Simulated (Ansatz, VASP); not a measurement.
Two plane-wave programs on Te

```xyz
1
Lattice="-1.8027 1.8027 1.8027 1.8027 -1.8027 1.8027 1.8027 1.8027 -1.8027" Properties=species:S:1:pos:R:3 pbc="T T T"
Te    0.0000    0.0000    0.0000
```

Change from the starting cell: volume scaled by 0.82, to set the pressure.

Alike in both runs: task single point; functional PBE; k mesh 15 × 15 × 15; occupations fermi-dirac, width 0.05 eV; no spin polarisation.

|  | VASP | Ansatz |
| --- | --- | --- |
| version | VASP 6.6.1 | Ansatz 0.2.0 |
| potentials or method | VASP PAW PBE potentials, release 64 (Te) | PAW with Ansatz's default frozen-core files, scalar-relativistic |
| plane-wave cutoff (eV) | 520 | 420 |
| valence electrons in the cell | 6 | 16 |

|  | VASP | Ansatz | Ansatz less VASP |
| --- | --- | --- | --- |
| pressure (GPa) | 17.0 | 17.1 | +0.09 |

VASP's potentials hold 6 valence electrons a cell and Ansatz's 16, so a difference there can come from the potentials and not from the codes.

Spin-orbit coupling is off throughout.
